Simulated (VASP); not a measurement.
Input of a VASP 6.6.1 run:

Contents of INCAR:

```
ALGO = Normal ; EDIFF = 1E-6
ENCUT = 750 ; GGA = PE
GGA_COMPAT = False ; ISIF = 2
ISMEAR = 0 ; LASPH = True
LCHARG = False ; LMAXMIX = 6
LREAL = False ; LWAVE = False
NBANDS = 28 ; NELM = 200
PREC = Accurate ; SIGMA = 0.2
```

Contents of KPOINTS:

```
k-points
0
Gamma
  6 6 2
```

POSCAR

```
Li3Dy
1.0
    4.1233424185      0.0000000000      0.0000000000
    0.0000000000      4.1233424185      0.0000000000
    0.0000000000      0.0000000000     12.0023123415
Li Dy
6 2
Direct
    0.0000000000      0.0000000000      0.0000000000
    0.0000000000      0.0000000000      0.5000000000
    0.5000000000      0.5000000000      0.0000000000
    0.5000000000      0.5000000000      0.5000000000
    0.0000000000      0.0000000000      0.2500000000
    0.0000000000      0.0000000000      0.7500000000
    0.5000000000      0.5000000000      0.2500000000
    0.5000000000      0.5000000000      0.7500000000
```

Potentials or basis: VASP PAW PBE potentials, release 64 (Li_sv, Dy_3), 4f in core.

Command:

```console
$ cat potpaw_PBE.64/Li_sv/POTCAR potpaw_PBE.64/Dy_3/POTCAR > POTCAR
$ mpirun -np 1 vasp_std > vasp.out
```

**Question.** Predict the pressure.

**Answer.** 0.0 GPa.

**Question.** What does it give for the band gap on the k mesh?

**Answer.** Zero (bands 18 and 19 overlap by 0.41 eV).

Caveat: spin-orbit coupling is left out, which moves the levels of the heavy elements; the 4f electrons are frozen in the core, so they carry no moment and show no levels. Spin polarisation is off, so any magnetic state and its effect on volume and gap are missing.
